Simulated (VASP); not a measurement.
A run of VASP 6.6.1:

Contents of INCAR:

```
  PREC = Accurate
  ENCUT = 520
  EDIFF = 1E-7
  ISMEAR = 0
  SIGMA = 0.15
  LREAL = False
  LASPH = True
  NELM = 80
  ALGO = Fast
  ISIF = 2
  LWAVE = False
  LCHARG = False
  GGA = PS
  NBANDS = 20
```

Contents of KPOINTS:

```
Automatic mesh
0
Gamma
  16 16 16
```

The input POSCAR:

```
TaRu
1.0
    3.3543175000      0.0000000000      0.0000000000
    0.0000000000      3.3543175000      0.0000000000
    0.0000000000      0.0000000000      3.1870000000
Ta Ru
1 1
Direct
    0.5000000000      0.5000000000      0.5000000000
    0.0000000000      0.0000000000      0.0000000000
```

Potentials or basis: VASP PAW PBE potentials, release 64 (Ta_pv, Ru_pv).

Command:

```console
$ cat potpaw_PBE.64/Ta_pv/POTCAR potpaw_PBE.64/Ru_pv/POTCAR > POTCAR
$ mpirun -np 1 vasp_std > vasp.out
```

Hardware: 1 thread of Intel Xeon 8259CL (shared host).

Problem. Estimate the wall time of this run.

Solution. Run time: 5.7 min on 1 thread of Intel Xeon 8259CL (shared host), peak memory 0.39 GiB. Counts: scf iterations 15, k points 405.
